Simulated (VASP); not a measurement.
A run of VASP 6.6.1 is set up as follows.

The input INCAR:

```
  ALGO = Normal
  EDIFF = 1E-7
  EDIFFG = -0.01
  ENCUT = 600
  GGA = PE
  IBRION = 2
  ISIF = 3
  ISMEAR = 0
  LASPH = True
  LCHARG = False
  LREAL = False
  LWAVE = False
  NELM = 100
  NSW = 100
  PREC = Accurate
  SIGMA = 0.1
```

KPOINTS

```
k-points
0
Gamma
  6 6 6
```

File POSCAR:

```
Pb4O
1.0
    5.9488541237      0.0000000000      0.0000000000
    0.0000000000      5.9488541237      0.0000000000
    0.0000000000      0.0000000000      5.9488541237
Pb O
4 1
Direct
    0.0000000000      0.5000000000      0.5000000000
    0.5000000000      0.0000000000      0.5000000000
    0.5000000000      0.5000000000      0.0000000000
    0.5000000000      0.5000000000      0.5000000000
    0.0000000000      0.0000000000      0.0000000000
```

Potentials or basis: VASP PAW PBE potentials, release 64 (Pb_d, O).

The run is started by

```bash
$ cat potpaw_PBE.64/Pb_d/POTCAR potpaw_PBE.64/O/POTCAR > POTCAR
$ mpirun -np 1 vasp_std > vasp.out
```

What does it give for the space group after relaxing (to 0.05 Å)?

Pm-3m (No. 221).

What does it give for the band gap on the k mesh?

Zero (band 31 reaches 2.77 eV, above the bottom of band 32 at 2.20 eV).

Predict the relaxed volume.

42.81 Å³/atom.

Step by step:
| step | energy change (eV) | largest force (eV/Å) | pressure (GPa) | volume (Å³) |
| --- | --- | --- | --- | --- |
| 1 | 0.0000 | 0.0000 | 0.37 | 210.52 |
| 2 | -0.0039 | 0.0000 | 0.05 | 213.51 |
| 3 | -0.0040 | 0.0000 | 0.00 | 214.04 |

Caveat: spin-orbit coupling is left out, which moves the levels of the heavy elements.
